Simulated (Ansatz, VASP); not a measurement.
**Ta3H in VASP and in Ansatz**

```
Ta H
1.0
     4.60022    0.00000    0.00000
    -2.30011    3.98391    0.00000
     0.00000    0.00000   22.40177
Ta H
6 2
Direct
  0.66667 0.33333 0.17856
  0.33333 0.66667 0.22047
  0.00000 0.00000 0.26239
  0.66667 0.33333 0.30168
  0.33333 0.66667 0.33854
  0.00000 0.00000 0.37505
  0.04530 0.66667 0.45228
  0.62136 0.66667 0.45228
```

Alike in both runs: task single point; functional LDA; k mesh 6 × 6 × 1; occupations gaussian, width 0.1 eV; no spin polarisation.

|  | VASP | Ansatz |
| --- | --- | --- |
| version | VASP 6.6.1 | Ansatz 0.2.0 |
| potentials or method | VASP PAW LDA potentials, release 64 (Ta_pv, H), cutoff 520 eV | scalar-relativistic, plane waves, PAW |
| valence electrons in the cell | 68 | 80 |

VASP gave:

| Quantity | Value |
| --- | --- |
| gap on the k mesh at the Fermi level (eV) | none |
| rms of the force components (eV/Å) | 1.126 |

Problem. What did Ansatz give for the same quantities?

Solution. gap on the k mesh at the Fermi level (eV): none; rms of the force components (eV/Å): 1.116.

Ansatz warns that its potentials were made for another functional, while VASP's fit it. LDA's correlation is that of Perdew and Zunger in VASP and of Perdew and Wang (1992) in Ansatz. Atom by atom the forces differ by 0.024 eV/Å (rms over components). A gap of «none» marks a metal or a gap that the smearing closes. VASP's potentials hold 68 valence electrons a cell and Ansatz's 80, so a difference there can come from the potentials and not from the codes. Ansatz's warnings: xc potential rough in thin density.

Neither program's run includes spin-orbit coupling.
